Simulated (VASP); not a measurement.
# LiSi16 (a cell with a defect) in VASP: notebook

LiSi16 (a cell with a defect) is run at these levels: PBEsol; tasks: single point.

Everything below comes from runs of VASP 6.6.1. Logs are shortened: lines on timing, memory, paths and dates and some standing lists are left out, and cuts for length are marked.

### Step 1. The cell of the first run

The cell holds a defect, 17 atoms: a = 7.679 Å, b = 7.679 Å, c = 7.679 Å, α = 60.00°, β = 60.00°, γ = 60.00°.

### Step 2. Single point, PBEsol, collinear spin, zero start

Contents of INCAR:

```
SYSTEM = LiSi16
PREC = Accurate
ENCUT = 520
EDIFF = 1E-6
ISMEAR = -1
SIGMA = 0.02
LREAL = Auto
LASPH = .True.
NELM = 150
ALGO = Normal
ISIF = 2
LWAVE = .False.
LCHARG = .True.
ISPIN = 2
MAGMOM = 0 0 0 0 0 0 0 0 0 0 0 0 0 0 0 0 0
LORBIT = 11
GGA = PS
LELF = .True.
LVHAR = .True.
NBANDS = 52
```

Contents of KPOINTS:

```
regular mesh
0
Gamma
  2 2 2
  0 0 0
```

Contents of POSCAR:

```
LiSi16
1.0
    0.0000000000      5.4300000000      5.4300000000
    5.4300000000      0.0000000000      5.4300000000
    5.4300000000      5.4300000000      0.0000000000
Si Li
16 1
Direct
    0.0241436464      0.0531307551     -0.0110128913
    0.1249263352      0.2359023941      0.0737845304
    0.0160036832      0.0020441989      0.4463351750
    0.1171731123      0.1314088398      0.5806537753
   -0.0684438306      0.6152762431     -0.0126979742
    0.1263443831      0.6634898711      0.0959392265
   -0.0358839779      0.5057550645      0.4980018416
    0.0819705341      0.6246777164      0.6441804788
    0.5196500921     -0.0613812155      0.0329465930
    0.6453867403      0.0982228361      0.1197329650
    0.5190055249     -0.0192449355      0.4913812155
    0.6159300184      0.0981399632      0.6714732965
    0.5090423573      0.4552302026      0.0354880295
    0.5813996317      0.5952117864      0.1826887661
    0.4454511971      0.4701657459      0.5716022099
    0.6032412523      0.5809760589      0.6779742173
    0.2623664825      0.2848158379      0.5991436464
```

Potentials or basis: VASP PAW PBE potentials, release 64 (Si, Li_sv).

The run is started by

```bash
$ cat potpaw_PBE.64/Si/POTCAR potpaw_PBE.64/Li_sv/POTCAR > POTCAR
$ mpirun -np 1 vasp_std > vasp.out
```

OUTCAR:

```text
SYSTEM = LiSi16
   PREC = Accurate
   ENCUT = 520
   EDIFF = 1E-6
   ISMEAR = -1
   LREAL = Auto
   LASPH = .True.
   NELM = 150
   ISIF = 2
   ISPIN = 2
   LORBIT = 11
   GGA = PS

 ion  position               nearest neighbor table
   1  0.024  0.053  0.989-   2 2.34  10 2.45   6 2.47   4 2.65  17 2.82
   2  0.125  0.236  0.074-   1 2.34   5 2.42   3 2.47   9 2.71
   3  0.016  0.002  0.446-   4 2.29   8 2.42   2 2.47  12 2.58
   4  0.117  0.131  0.581-  17 2.07   3 2.29   7 2.36  11 2.54   1 2.65
   5  0.932  0.615  0.987-   8 2.27   6 2.28  14 2.38   2 2.42   9 2.86
   6  0.126  0.663  0.096-   5 2.28   1 2.47  13 2.47   7 2.54
   7  0.964  0.506  0.498-  16 2.30  17 2.30   4 2.36   8 2.40   6 2.54
   8  0.082  0.625  0.644-   5 2.27  15 2.30  17 2.38   7 2.40   3 2.42
   9  0.520  0.939  0.033-  14 2.18  12 2.28  10 2.35   2 2.71   5 2.86
  10  0.645  0.098  0.120-  13 2.25  11 2.33   9 2.35   1 2.45
  11  0.519  0.981  0.491-  10 2.33  17 2.39  12 2.50   4 2.54  16 2.54
  12  0.616  0.098  0.671-   9 2.28  15 2.35  11 2.50  17 2.56   3 2.58
  13  0.509  0.455  0.035-  16 2.25  10 2.25  14 2.28   6 2.47
  14  0.581  0.595  0.183-   9 2.18  13 2.28   5 2.38  15 2.44
  15  0.445  0.470  0.572-   8 2.30  17 2.33  12 2.35  16 2.36  14 2.44
  16  0.603  0.581  0.678-  13 2.25   7 2.30  15 2.36  11 2.54
  17  0.262  0.285  0.599-   4 2.07   7 2.30  15 2.33   8 2.38  11 2.39  12 2.56   1 2.82

  LATTYP: Found a face centered cubic cell.
 ALAT       =    10.8600000000

  Lattice vectors:

 A1 = (   0.0000000000,   5.4300000000,   5.4300000000)
 A2 = (   5.4300000000,   0.0000000000,   5.4300000000)
 A3 = (   5.4300000000,   5.4300000000,   0.0000000000)

Analysis of symmetry for initial positions (statically):
=====================================================================
 Subroutine PRICEL returns:
 Original cell was already a primitive cell.

 Routine SETGRP: Setting up the symmetry group for a
 face centered cubic supercell.

 Subroutine GETGRP returns: Found  1 space group operations
 (whereof  1 operations were pure point group operations)
 out of a pool of 48 trial point group operations.

The static configuration has the point symmetry C_1 .

Analysis of symmetry for dynamics (positions and initial velocities):
=====================================================================
 Subroutine PRICEL returns:
 Original cell was already a primitive cell.

 Routine SETGRP: Setting up the symmetry group for a
 face centered cubic supercell.

 Subroutine GETGRP returns: Found  1 space group operations
 (whereof  1 operations were pure point group operations)
 out of a pool of 48 trial point group operations.

The dynamic configuration has the point symmetry C_1 .

Analysis of structural, dynamic, and magnetic symmetry:
=====================================================================
 Subroutine PRICEL returns:
 Original cell was already a primitive cell.

 Routine SETGRP: Setting up the symmetry group for a
 face centered cubic supercell.

 Subroutine GETGRP returns: Found  1 space group operations
 (whereof  1 operations were pure point group operations)
 out of a pool of 48 trial point group operations.

The overall configuration has the point symmetry C_1 .

 Subroutine INISYM returns: Found  1 space group operations
 (whereof  1 operations are pure point group operations),
 and found     1 'primitive' translations

----------------------------------------------------------------------------------------

                                     Primitive cell

  volume of cell :     320.2060

  direct lattice vectors                    reciprocal lattice vectors
     0.000000000  5.430000000  5.430000000    -0.092081031  0.092081031  0.092081031
     5.430000000  0.000000000  5.430000000     0.092081031 -0.092081031  0.092081031
     5.430000000  5.430000000  0.000000000     0.092081031  0.092081031 -0.092081031

  length of vectors
     7.679179644  7.679179644  7.679179644     0.159489025  0.159489025  0.159489025

  position of ions in fractional coordinates (direct lattice)
     0.024143646  0.053130755  0.988987109
     0.124926335  0.235902394  0.073784530
     0.016003683  0.002044199  0.446335175
     0.117173112  0.131408840  0.580653775
     0.931556169  0.615276243  0.987302026
     0.126344383  0.663489871  0.095939227
[... 9 lines left out ...]
     0.603241252  0.580976059  0.677974217
     0.262366482  0.284815838  0.599143646
[... 64 lines left out ...]
   NGXF,Y,Z  is equivalent  to a cutoff of  25.98, 25.98, 25.98 a.u.
 SYSTEM =  LiSi16
   PREC   = accura    normal or accurate (medium, high low for compatibility)
   ISTART =      0    job   : 0-new  1-cont  2-samecut
   ICHARG =      2    charge: 1-file 2-atom 10-const
   ISPIN  =      2    spin polarized calculation?
   LNONCOLLINEAR =      F non collinear calculations
   LSORBIT =      F    spin-orbit coupling
   LASPH  =      T    aspherical Exc in radial PAW
   ENCUT  =  520.0 eV  38.22 Ry    6.18 a.u.  14.28 14.28 14.28*2*pi/ulx,y,z
   NELM   =    150;   NELMIN=  2; NELMDL= -5     # of ELM steps
   EDIFF  = 0.1E-05   stopping-criterion for ELM
   LREAL  =      T    real-space projection
   EDIFFG = 0.1E-04   stopping-criterion for IOM
   NSW    =      0    number of steps for IOM
   IBRION =     -1    ionic relax: 0-MD 1-quasi-New 2-CG
   NFREE  =      0    steps in history (QN), initial steepest desc. (CG)
   ISIF   =      2    stress and relaxation
   ISYM   =      2    0-nonsym 1-usesym 2-fastsym
   POTIM  = 0.5000    time-step for ionic-motion
   TEBEG  =    0.0;   TEEND  =   0.0 temperature during run
   PSTRESS=    0.0 pullay stress
   NELECT =      67.0000    total number of electrons
   NUPDOWN=      -1.0000    fix difference up-down
   EMIN   =  10.00;   EMAX   =-10.00  energy-range for DOS
   EFERMI =   0.00;   METHOD = LEGACY
   ISMEAR =    -1;   SIGMA  =   0.02  broadening in eV -4-tet -1-fermi 0-gaus
   EFERMI_NEDOS =   21; number of points for ismear=-14 and -15
   IALGO  =     38    algorithm
   IMIX   =      4    mixing-type and parameters
     AMIX     =   0.40;   BMIX     =  1.00
     AMIX_MAG =   1.60;   BMIX_MAG =  1.00
  volume/ion in A,a.u.               =      18.84       127.11
  Fermi-wavevector in a.u.,A,eV,Ry     =   0.971904  1.836632 12.852022  0.944597
  Thomas-Fermi vector in A             =   2.102159
   LORBIT       =     11    0 simple, 1 ext, 2 COOP (PROOUT), +10 PAW based schemes
   GGA     = PS    functional components
   LHFCALC =     F    Hartree Fock is set to
   AEXX    =    0.0000 exact exchange contribution
   IVDW    =     0    specifies the selected vdW correction
   LEPSILON=     F    determine dielectric tensor
   LRPA    =     F    only Hartree local field effects (RPA)
 spin polarized calculation
  energy-cutoff  :      520.00
  volume of cell :      320.21
 maximum number of plane-waves:      8646
 NGX is ok and might be reduce to    60
   NGX = 29   NGY = 29   NGZ = 29

 number of electron      67.0000000 magnetization      -0.0000301

 number of electron      67.0000000 magnetization       0.0001898

 Free energy of the ion-electron system (eV)
  ---------------------------------------------------
  ext. energy  EPLUGINS =         0.00000000
  ---------------------------------------------------
  free energy    TOTEN  =       -88.54100116 eV

  energy without entropy =      -88.53175550  energy(sigma->0) =      -88.53637833

 E-fermi :   6.4025     XC(G=0):  -9.7153

 val. band max:        6.3987932174   @ k =   0.0000   0.5000   0.0000
 cond. band min:       6.4077733726   @ k =   0.5000   0.5000   0.0000
 fundamental gap:      0.0089801552
 Fermi energy:         6.4025135395

 spin component 1

 k-point     1 :       0.0000    0.0000    0.0000
  band No.  band energies     occupation
      1     -39.3828      1.00000
      2      -6.0879      1.00000
      3      -3.9420      1.00000
      4      -3.8154      1.00000
      5      -3.5651      1.00000
      6      -3.4777      1.00000
[... 373 lines left out ...]
     44       9.8520      0.00000
     45       9.9935      0.00000
 Fermi energy:         6.4025135395

 spin component 2

 k-point     1 :       0.0000    0.0000    0.0000
  band No.  band energies     occupation
      1     -39.3828      1.00000
      2      -6.0878      1.00000
      3      -3.9420      1.00000
      4      -3.8154      1.00000
      5      -3.5651      1.00000
      6      -3.4777      1.00000
[... 373 lines left out ...]
     44       9.8520      0.00000
     45       9.9935      0.00000
 [bands above 45 left out]

------------------------ aborting loop because EDIFF is reached ----------------------------------------

  FORCE on cell =-STRESS in cart. coord.  units (eV):
  Direction    XX          YY          ZZ          XY          YZ          ZX
  --------------------------------------------------------------------------------------
  -------------------------------------------------------------------------------------
  Total        3.0731628      3.4599796     -1.0086535      0.5584610      2.2783712      4.8411496
  in kB       15.3768246     17.3122947     -5.0468812      2.7943060     11.4000189     24.2230933
  external PRESSURE =       9.2140794 kB  Pullay stress =       0.0000000 kB

 VOLUME and BASIS-vectors are now :
 -----------------------------------------------------------------------------
  energy-cutoff  :      520.00
  volume of cell :      320.21
      direct lattice vectors                 reciprocal lattice vectors
     0.000000000  5.430000000  5.430000000    -0.092081031  0.092081031  0.092081031
     5.430000000  0.000000000  5.430000000     0.092081031 -0.092081031  0.092081031
     5.430000000  5.430000000  0.000000000     0.092081031  0.092081031 -0.092081031

 POSITION                                       TOTAL-FORCE (eV/Angst)
 -----------------------------------------------------------------------------------
      5.65870      5.50130      0.41960        -1.378340     -1.180048     -0.824218
      1.68160      1.07900      1.95930        -0.712627      1.294591     -0.475647
      2.43470      2.51050      0.09800         0.783106     -0.658867     -0.649406
      3.86650      3.78920      1.34980        -0.194372      0.961793     -1.285529
      8.70200     10.41940      8.39930         0.118046      0.040649     -1.069180
      4.12370      1.20700      4.28880         1.222863      1.198751      0.291610
[... 9 lines left out ...]
      6.83610      6.95700      6.43030         0.165990     -1.616572      1.238567
      4.79990      4.67800      2.97120         0.488406      1.363388      0.702783
 -----------------------------------------------------------------------------------
    total drift:                                0.005431     -0.001820      0.002501

  FREE ENERGIE OF THE ION-ELECTRON SYSTEM (eV)
  ---------------------------------------------------
  free  energy   TOTEN  =       -88.5410011631 eV

  energy  without entropy=      -88.5317555013  energy(sigma->0) =      -88.53637833

 total charge

# of ion       s       p       d       tot
------------------------------------------
    1        0.755   0.856   0.000   1.611
    2        0.806   0.821   0.000   1.627
    3        0.757   0.869   0.000   1.626
    4        0.765   0.916   0.000   1.681
    5        0.768   0.926   0.000   1.694
    6        0.759   0.865   0.000   1.624
[... 9 lines left out ...]
   16        0.751   0.933   0.000   1.684
   17        2.051   0.161   0.000   2.211
--------------------------------------------------
tot         14.179  14.732   0.000  28.910

 magnetization (x)

# of ion       s       p       d       tot
------------------------------------------
    1        0.000   0.000   0.000   0.000
    2        0.000   0.000   0.000   0.000
    3       -0.000  -0.000   0.000  -0.000
    4        0.000   0.000   0.000   0.000
    5        0.000   0.000   0.000   0.000
    6        0.000   0.000   0.000   0.000
[... 9 lines left out ...]
   16        0.000   0.000   0.000   0.000
   17       -0.000   0.000   0.000   0.000
--------------------------------------------------
tot          0.000   0.000   0.000   0.000
```

Run time: 12 min. Hardware: 1 thread of Intel Xeon Platinum 8375C at 2.90GHz (Ice Lake), shared host; peak memory 0.7 GiB.

Results:

```yaml
Free_energy: -88.5410 eV
Largest_force: 2.687 eV/Å
Net_moment: 0.00 μB per cell
Valence_electrons_inside_the_program's_atomic_spheres: Si 1.61, 1.63, 1.68, 1.69, 1.62, 1.65, 1.72, 1.71, 1.70 (each value once); Li 2.21
```

Forces in eV/Å, atoms in the order of the input:
```
Si  -1.378 -1.180 -0.824
Si  -0.713  1.295 -0.476
Si   0.783 -0.659 -0.649
Si  -0.194  0.962 -1.286
Si   0.118  0.041 -1.069
Si   1.223  1.199  0.292
Si  -0.684 -0.904  0.889
Si   0.214 -1.482  0.742
Si   1.826 -1.480  1.302
Si  -0.765  1.304 -0.059
Si   0.288  0.575 -1.171
Si  -2.040 -0.432  0.551
Si   1.091 -1.261 -0.668
Si  -0.204  1.607 -0.884
Si  -0.218  0.669  1.368
Si   0.166 -1.617  1.239
Li   0.488  1.363  0.703
```

Caveat: the k points lie up to 0.50 Å⁻¹ apart; the cutoff is under 1.25 times the usual one of these potentials, so pressure, stress and relaxed cells hold a basis-set (Pulay) error; no moment was typed at the start, so none could form; the PAW data sets were made with another functional, which shifts forces and pressure a little.

(Part 1 of 2 ends here.)
